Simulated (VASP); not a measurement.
Set up this calculation in VASP 6.6.1, as the native input.

| Property | Result |
| --- | --- |
| Task | single point |
| Functional | r2SCAN |
| Potentials or basis | VASP PAW PBE potentials, release 64 (Sr_sv, O) |
| Cutoff | 520 eV |
| k mesh | 10 × 10 × 10 |
| Occupations | fermi-dirac, width 0.02 eV |
| Spin | no spin polarisation |
| Dipole correction | no |
| Further INCAR settings | ALGO = Normal; EDIFF = 1e-06; NBANDS = 15 |

SrO:

```
Sr O
1.0
     0.00000    2.63115    2.63115
     2.63115    0.00000    2.63115
     2.63115    2.63115    0.00000
Sr O
1 1
Cartesian
  2.6311 2.6311 2.6311
  0.0000 0.0000 0.0000
```

One way to write it, as run:

POSCAR

```
SrO
1.0
    0.0000000000      2.6311465900      2.6311465900
    2.6311465900      0.0000000000      2.6311465900
    2.6311465900      2.6311465900      0.0000000000
Sr O
1 1
Direct
    0.5000000000      0.5000000000      0.5000000000
    0.0000000000      0.0000000000      0.0000000000
```

INCAR.step1

```
SYSTEM = SrO
  PREC = Accurate
  ENCUT = 520
  ISMEAR = -1
  SIGMA = 0.02
  LREAL = .FALSE.
  LASPH = .TRUE.
  NELM = 60
  NBANDS = 15
  GGA = PE
  ALGO = Normal
  EDIFF = 1E-4
  LWAVE = .TRUE.
  LCHARG = .FALSE.
```

INCAR.step2

```
SYSTEM = SrO
  PREC = Accurate
  ENCUT = 520
  EDIFF = 1E-6
  ISMEAR = -1
  SIGMA = 0.02
  LREAL = .FALSE.
  LASPH = .TRUE.
  NELM = 60
  ALGO = Normal
  ISIF = 2
  LWAVE = .FALSE.
  LCHARG = .TRUE.
  METAGGA = R2SCAN
  LMIXTAU = .TRUE.
  LELF = .TRUE.
  LVHAR = .TRUE.
  NBANDS = 15
  ISTART = 1
```

KPOINTS

```
Automatic mesh
0
G
  10 10 10
  0 0 0
```

Potentials or basis: VASP PAW PBE potentials, release 64 (Sr_sv, O).

The run is started by

```console
$ cat potpaw_PBE.64/Sr_sv/POTCAR potpaw_PBE.64/O/POTCAR > POTCAR
$ cp INCAR.step1 INCAR
$ mpirun -np 1 vasp_std > vasp.out
$ cp INCAR.step2 INCAR
$ mpirun -np 1 vasp_std > vasp.out
```

Results of the run:

```json
{
 "Pressure": "-4.4 GPa",
 "Band gap on the k mesh": "3.77 eV (least direct gap 3.89 eV)"
}
```

Caveat: the cell stands under tension; the PAW data sets were made with another functional, which shifts forces and pressure a little.

It took 3.1 min on 1 thread of AMD EPYC 7R13 (shared host), peak memory 0.15 GiB.
